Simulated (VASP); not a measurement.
Here is a VASP 6.6.1 calculation.

File INCAR:

```
SYSTEM = BeSb
PREC = Accurate ; ENCUT = 520
EDIFF = 1E-6 ; ISMEAR = 0
SIGMA = 0.1 ; LREAL = .False.
LASPH = .True. ; NELM = 80
ALGO = Normal ; ISIF = 2
LWAVE = .False. ; LCHARG = .False.
LDIPOL = .True. ; IDIPOL = 3
DIPOL = 0.5 0.5 0.297 ; GGA = PE
NBANDS = 10
```

Contents of KPOINTS:

```
Automatic mesh
0
Gamma
  18 18 1
  0 0 0
```

The input POSCAR:

```
BeSb
1.0
    4.0802300050      0.0000002643      0.0000000000
   -2.0401152313      3.5335827055      0.0000000000
    0.0000000000      0.0000000000     26.9636230400
Be Sb
1 1
Direct
    0.6666666667      0.3333333333      0.2966960333
    0.3333333333      0.6666666667      0.2966960333
```

Potentials or basis: VASP PAW PBE potentials, release 64 (Be, Sb).

Run with:

```bash
$ cat potpaw_PBE.64/Be/POTCAR potpaw_PBE.64/Sb/POTCAR > POTCAR
$ mpirun -np 1 vasp_std > vasp.out
```

**Question.** Estimate the band gap on the k mesh.

**Answer.** Zero (an odd number of electrons rules out a gap without spin polarisation).

Caveat: spin-orbit coupling is left out, which moves the levels of the heavy elements.
